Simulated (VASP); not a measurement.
# HgTe (I-4m2) in VASP: settings compared

HgTe is run at these levels: PBE, r2SCAN; tasks: single point.

Program: VASP 6.6.1. These are calculated values, not measurements. Logs are shortened: lines on timing, memory, paths and dates and some standing lists are left out, and cuts for length are marked.

## 1. The cell of the first run

It takes space group I-4m2 (No. 119, tetragonal). The conventional cell has a = 4.698 Å, b = 4.698 Å, c = 6.476 Å, α = 90.00°, β = 90.00°, γ = 90.00°. Within 3.8 Å of Hg (site symmetry -4m2) lie 4 Te at 2.85 Å. Te (site symmetry -4m2) has 4 Hg at 2.85 Å within 3.8 Å.

## 2. Single point, PBE (epitaxial xy strain +1.0%)

File INCAR:

```
SYSTEM = HgTe
PREC = Accurate
ENCUT = 520
EDIFF = 1E-7
ISMEAR = -1
SIGMA = 0.02
LREAL = .False.
LASPH = .True.
NELM = 60
ALGO = Normal
ISIF = 2
LWAVE = .False.
LCHARG = .False.
GGA = PE
NBANDS = 16
```

File KPOINTS:

```
Automatic mesh
0
Gamma
  6 6 6
  0 0 0
```

File POSCAR:

```
HgTe
1.0
    0.0000000000      3.3220494652      3.2379927024
    3.3220494652      0.0000000000      3.2379927024
    3.3220494652      3.3220494652      0.0000000000
Hg Te
1 1
Direct
    0.0000000000      0.0000000000      0.0000000000
    0.2500000000      0.2500000000      0.2500000000
```

Potentials or basis: VASP PAW PBE potentials, release 64 (Hg, Te).

On the command line:

```console
cat potpaw_PBE.64/Hg/POTCAR potpaw_PBE.64/Te/POTCAR > POTCAR
mpirun -np 1 vasp_std > vasp.out
```

OUTCAR:

```text
SYSTEM = HgTe
   PREC = Accurate
   ENCUT = 520
   EDIFF = 1E-7
   ISMEAR = -1
   LREAL = .False.
   LASPH = .True.
   NELM = 60
   ISIF = 2
   GGA = PE

 ion  position               nearest neighbor table
   1  0.000  0.000  0.000-   2 2.85   2 2.85   2 2.85   2 2.85
   2  0.250  0.250  0.250-   1 2.85   1 2.85   1 2.85   1 2.85

  LATTYP: Found a body centered tetragonal cell.
 ALAT       =     4.6980874086
 C/A-ratio  =     1.3784301656

  Lattice vectors:

 A1 = (   0.0000000000,  -3.3220494652,  -3.2379927024)
 A2 = (   0.0000000000,   3.3220494652,  -3.2379927024)
 A3 = (   3.3220494652,   0.0000000000,   3.2379927024)

Analysis of symmetry for initial positions (statically):
=====================================================================
 Subroutine PRICEL returns:
 Original cell was already a primitive cell.

 Routine SETGRP: Setting up the symmetry group for a
 body centered tetragonal supercell.

 Subroutine GETGRP returns: Found  8 space group operations
 (whereof  8 operations were pure point group operations)
 out of a pool of 16 trial point group operations.

The static configuration has the point symmetry D_2d.

Analysis of symmetry for dynamics (positions and initial velocities):
=====================================================================
 Subroutine PRICEL returns:
 Original cell was already a primitive cell.

 Routine SETGRP: Setting up the symmetry group for a
 body centered tetragonal supercell.

 Subroutine GETGRP returns: Found  8 space group operations
 (whereof  8 operations were pure point group operations)
 out of a pool of 16 trial point group operations.

The dynamic configuration has the point symmetry D_2d.

 Subroutine INISYM returns: Found  8 space group operations
 (whereof  8 operations are pure point group operations),
 and found     1 'primitive' translations

----------------------------------------------------------------------------------------

                                     Primitive cell

  volume of cell :      71.4691

  direct lattice vectors                    reciprocal lattice vectors
     0.000000000  3.322049465  3.237992702    -0.150509499  0.150509499  0.154416654
     3.322049465  0.000000000  3.237992702     0.150509499 -0.150509499  0.154416654
     3.322049465  3.322049465  0.000000000     0.150509499  0.150509499 -0.154416654

  length of vectors
     4.639031083  4.639031083  4.698087409     0.262965248  0.262965248  0.262965248

  position of ions in fractional coordinates (direct lattice)
     0.000000000  0.000000000  0.000000000
     0.250000000  0.250000000  0.250000000

  ion indices of the primitive-cell ions
   primitive index   ion index
                 1           1
                 2           2

----------------------------------------------------------------------------------------

 KPOINTS: Automatic mesh

Automatic generation of k-mesh.
 Grid dimensions read from file:
 generate k-points for:    6    6    6

 Generating k-lattice:

  Cartesian coordinates                     Fractional coordinates (reciprocal lattice)
    -0.025084916  0.025084916  0.025736109     0.166666667  0.000000000  0.000000000
     0.025084916 -0.025084916  0.025736109     0.000000000  0.166666667  0.000000000
     0.025084916  0.025084916 -0.025736109     0.000000000  0.000000000  0.166666667

  Length of vectors
     0.043827541  0.043827541  0.043827541

  Shift w.r.t. Gamma in fractional coordinates (k-lattice)
     0.000000000  0.000000000  0.000000000

 Subroutine IBZKPT returns following result:
 ===========================================

 Found     30 irreducible k-points:

 Following reciprocal coordinates:
            Coordinates               Weight
  0.000000  0.000000  0.000000      1.000000
  0.166667  0.000000  0.000000      8.000000
  0.333333  0.000000  0.000000      8.000000
  0.500000  0.000000  0.000000      4.000000
  0.166667  0.166667  0.000000      2.000000
  0.333333  0.166667  0.000000      8.000000
[... 16 lines left out ...]
  0.333333  0.000000  0.333333      4.000000
  0.500000  0.000000  0.333333     16.000000
 [... further k-points ...]
   k-points           NKPTS =     30   k-points in BZ     NKDIM =     30   number of bands    NBANDS=     16
   number of dos      NEDOS =    301   number of ions     NIONS =      2
   total plane-waves  NPLWV =  46656
   dimension x,y,z NGX =    36 NGY =   36 NGZ =   36
   dimension x,y,z NGXF=    72 NGYF=   72 NGZF=   72
   ions per type =               1   1
   NGX,Y,Z   is equivalent  to a cutoff of  12.90, 12.90, 12.74 a.u.
   NGXF,Y,Z  is equivalent  to a cutoff of  25.80, 25.80, 25.48 a.u.
 SYSTEM =  HgTe
   PREC   = accura    normal or accurate (medium, high low for compatibility)
   ISTART =      0    job   : 0-new  1-cont  2-samecut
   ICHARG =      2    charge: 1-file 2-atom 10-const
   ISPIN  =      1    spin polarized calculation?
   LNONCOLLINEAR =      F non collinear calculations
   LSORBIT =      F    spin-orbit coupling
   LASPH  =      T    aspherical Exc in radial PAW
   ENCUT  =  520.0 eV  38.22 Ry    6.18 a.u.   8.63  8.63  8.74*2*pi/ulx,y,z
   NELM   =     60;   NELMIN=  2; NELMDL= -5     # of ELM steps
   EDIFF  = 0.1E-06   stopping-criterion for ELM
   LREAL  =      F    real-space projection
   EDIFFG = 0.1E-05   stopping-criterion for IOM
   NSW    =      0    number of steps for IOM
   IBRION =     -1    ionic relax: 0-MD 1-quasi-New 2-CG
   NFREE  =      0    steps in history (QN), initial steepest desc. (CG)
   ISIF   =      2    stress and relaxation
   ISYM   =      2    0-nonsym 1-usesym 2-fastsym
   POTIM  = 0.5000    time-step for ionic-motion
   TEBEG  =    0.0;   TEEND  =   0.0 temperature during run
   PSTRESS=    0.0 pullay stress
   NELECT =      18.0000    total number of electrons
   NUPDOWN=      -1.0000    fix difference up-down
   EMIN   =  10.00;   EMAX   =-10.00  energy-range for DOS
   EFERMI =   0.00;   METHOD = LEGACY
   ISMEAR =    -1;   SIGMA  =   0.02  broadening in eV -4-tet -1-fermi 0-gaus
   EFERMI_NEDOS =   21; number of points for ismear=-14 and -15
   IALGO  =     38    algorithm
   IMIX   =      4    mixing-type and parameters
     AMIX     =   0.40;   BMIX     =  1.00
     AMIX_MAG =   1.60;   BMIX_MAG =  1.00
  volume/ion in A,a.u.               =      35.73       241.15
  Fermi-wavevector in a.u.,A,eV,Ry     =   1.033855  1.953703 14.542672  1.068856
  Thomas-Fermi vector in A             =   2.168122
   LORBIT       =      0    0 simple, 1 ext, 2 COOP (PROOUT), +10 PAW based schemes
   GGA     = PE    functional components
   LHFCALC =     F    Hartree Fock is set to
   AEXX    =    0.0000 exact exchange contribution
   IVDW    =     0    specifies the selected vdW correction
   LEPSILON=     F    determine dielectric tensor
   LRPA    =     F    only Hartree local field effects (RPA)
 non-spin polarized calculation
  energy-cutoff  :      520.00
  volume of cell :       71.47
 maximum number of plane-waves:      1944
 NGX is ok and might be reduce to    36
   NGX = 17   NGY = 17   NGZ = 17

 number of electron      18.0000001 magnetization

 Free energy of the ion-electron system (eV)
  ---------------------------------------------------
  ext. energy  EPLUGINS =         0.00000000
  ---------------------------------------------------
  free energy    TOTEN  =        -3.63192641 eV

  energy without entropy =       -3.63172663  energy(sigma->0) =       -3.63182652

 E-fermi :   2.5368     XC(G=0):  -8.4840

 val. band max:        2.4906058070   @ k =   0.0000   0.0000   0.0000
 cond. band min:       2.5670867202   @ k =   0.0000   0.0000   0.0000
 fundamental gap:      0.0764809132
 Fermi energy:         2.5368251461

 k-point     1 :       0.0000    0.0000    0.0000
  band No.  band energies     occupation
      1      -9.0757      2.00000
      2      -4.5241      2.00000
      3      -4.5241      2.00000
      4      -4.5199      2.00000
      5      -4.0684      2.00000
      6      -4.0531      2.00000
[... 8 lines left out ...]
     15      11.8289      0.00000
     16      12.1211      0.00000

 k-point     2 :       0.1667    0.0000    0.0000
  band No.  band energies     occupation
      1      -8.9579      2.00000
      2      -4.4931      2.00000
      3      -4.4903      2.00000
      4      -4.4643      2.00000
      5      -4.0690      2.00000
      6      -4.0567      2.00000
[... 8 lines left out ...]
     15      10.9994      0.00000
     16      11.1720      0.00000

 k-point     3 :       0.3333    0.0000    0.0000
  band No.  band energies     occupation
      1      -8.7063      2.00000
      2      -4.4401      2.00000
      3      -4.4325      2.00000
      4      -4.1952      2.00000
      5      -4.0567      2.00000
      6      -4.0518      2.00000
[... 8 lines left out ...]
     15      11.3747      0.00000
     16      11.3751      0.00000

 k-point     4 :       0.5000    0.0000    0.0000
  band No.  band energies     occupation
      1      -8.5718      2.00000
      2      -4.4201      2.00000
      3      -4.4092      2.00000
      4      -4.0443      2.00000
      5      -4.0416      2.00000
      6      -3.7909      2.00000
[... 8 lines left out ...]
     15      12.4123      0.00000
     16      12.5654      0.00000
[... 324 lines left out ...]
 k-point    22 :      -0.3333    0.5000    0.1667
  band No.  band energies     occupation
      1      -8.3923      2.00000
      2      -4.3214      2.00000
      3      -4.2793      2.00000
      4      -4.1668      2.00000
      5      -4.0444      2.00000
      6      -3.5509      2.00000
[... 8 lines left out ...]
     15      13.2191      0.00000
     16      13.5070      0.00000

 k-point    23 :       0.3333    0.0000    0.3333
  band No.  band energies     occupation
      1      -8.5825      2.00000
      2      -4.3742      2.00000
      3      -4.3262      2.00000
      4      -4.2973      2.00000
      5      -4.0286      2.00000
      6      -4.0141      2.00000
[... 8 lines left out ...]
     15      12.5266      0.00000
     16      13.9166      0.00000

 k-point    24 :       0.5000    0.0000    0.3333
  band No.  band energies     occupation
      1      -8.4458      2.00000
      2      -4.3509      2.00000
      3      -4.2723      2.00000
      4      -4.2050      2.00000
      5      -4.0217      2.00000
      6      -3.7640      2.00000
[... 8 lines left out ...]
     15      12.8167      0.00000
     16      13.6518      0.00000

 [... further k-points ...]

------------------------ aborting loop because EDIFF is reached ----------------------------------------

  FORCE on cell =-STRESS in cart. coord.  units (eV):
  Direction    XX          YY          ZZ          XY          YZ          ZX
  --------------------------------------------------------------------------------------
  -------------------------------------------------------------------------------------
  Total        0.4682577      0.4682577      0.6043609      0.0000000      0.0000000      0.0000000
  in kB       10.4972960     10.4972960     13.5484270      0.0000000      0.0000000      0.0000000
  external PRESSURE =      11.5143396 kB  Pullay stress =       0.0000000 kB

 VOLUME and BASIS-vectors are now :
 -----------------------------------------------------------------------------
  energy-cutoff  :      520.00
  volume of cell :       71.47
      direct lattice vectors                 reciprocal lattice vectors
     0.000000000  3.322049465  3.237992702    -0.150509499  0.150509499  0.154416654
     3.322049465  0.000000000  3.237992702     0.150509499 -0.150509499  0.154416654
     3.322049465  3.322049465  0.000000000     0.150509499  0.150509499 -0.154416654

 POSITION                                       TOTAL-FORCE (eV/Angst)
 -----------------------------------------------------------------------------------
      0.00000      0.00000      0.00000        -0.000000     -0.000000      0.000000
      1.66102      1.66102      1.61900         0.000000      0.000000      0.000000
 -----------------------------------------------------------------------------------
    total drift:                               -0.000000     -0.000000     -0.000000

  FREE ENERGIE OF THE ION-ELECTRON SYSTEM (eV)
  ---------------------------------------------------
  free  energy   TOTEN  =        -3.6319264147 eV

  energy  without entropy=       -3.6317266341  energy(sigma->0) =       -3.63182652
```

Run time: 22 s. Hardware: 1 thread of Intel Xeon Platinum 8559C (Emerald Rapids), shared host; peak memory 0.21 GiB.

Results:

* Free energy: -3.6319 eV
* Pressure: 1.2 GPa
* Band gap on the k mesh: 0.08 eV

Stress tensor (GPa, compression positive):
```
1.05 0.00 0.00
0.00 1.05 0.00
0.00 0.00 1.35
```

Caveat: the cell differs from its parent crystal (epitaxial xy strain +1.0%); spin-orbit coupling is left out, which moves the levels of the heavy elements.

## 3. Single point, r2SCAN (epitaxial xy strain -2.0%)

File POSCAR:

```
HgTe
1.0
    0.0000000000      3.2233747286      3.3768582955
    3.2233747286      0.0000000000      3.3768582955
    3.2233747286      3.2233747286      0.0000000000
Hg Te
1 1
Direct
    0.0000000000      0.0000000000      0.0000000000
    0.2500000000      0.2500000000      0.2500000000
```

File INCAR.step1:

```
SYSTEM = HgTe
PREC = Accurate ; ENCUT = 520
ISMEAR = -1 ; SIGMA = 0.02
LREAL = .False. ; LASPH = .True.
NELM = 100 ; NBANDS = 16
GGA = PE ; ALGO = Normal
EDIFF = 1E-4 ; LWAVE = .True.
LCHARG = .False.
```

File INCAR.step2:

```
SYSTEM = HgTe
PREC = Accurate ; ENCUT = 520
EDIFF = 1E-7 ; ISMEAR = -1
SIGMA = 0.02 ; LREAL = .False.
LASPH = .True. ; NELM = 100
ALGO = Normal ; ISIF = 2
LWAVE = .False. ; LCHARG = .False.
METAGGA = R2SCAN ; LMIXTAU = .True.
NBANDS = 16 ; ISTART = 1
```

KPOINTS is that of step 2.

Potentials or basis: VASP PAW PBE potentials, release 64 (Hg, Te).

On the command line:

```console
cat potpaw_PBE.64/Hg/POTCAR potpaw_PBE.64/Te/POTCAR > POTCAR
cp INCAR.step1 INCAR
mpirun -np 1 vasp_std > vasp.out
cp INCAR.step2 INCAR
mpirun -np 1 vasp_std > vasp.out
```

Run time: 72 s. Hardware: 1 thread of Intel Xeon Platinum 8559C (Emerald Rapids), shared host; peak memory 0.23 GiB.

It converged, with:

```
Free energy            : -75.1473 eV
Pressure               : 0.6 GPa
Band gap on the k mesh : zero (filled and empty bands touch)
```

Stress tensor (GPa, compression positive):
```
0.82 0.00 0.00
0.00 0.82 0.00
0.00 0.00 0.08
```

Levels at points of the mesh, in eV from the Fermi level:
| k point | band 7 | band 8 | band 9 | band 10 | band 11 | band 12 |
| --- | --- | --- | --- | --- | --- | --- |
| (0.00, 0.00, 0.00) | -0.58 | -0.17 | 0.00 | 0.00 | 4.59 | 4.59 |
| (0.50, 0.00, 0.00) | -5.43 | -1.10 | -0.89 | 0.88 | 5.26 | 5.49 |
| (0.50, 0.50, 0.00) | -5.56 | -2.11 | -2.11 | 2.27 | 2.92 | 8.29 |
| (0.50, 0.00, 0.50) | -5.34 | -2.35 | -2.24 | 1.93 | 2.71 | 8.59 |

Caveat: the cell differs from its parent crystal (epitaxial xy strain -2.0%); semilocal functionals underestimate gaps, so a narrow gap can read as zero; the PAW data sets were made with another functional, which shifts forces and pressure a little; spin-orbit coupling is left out, which moves the levels of the heavy elements.
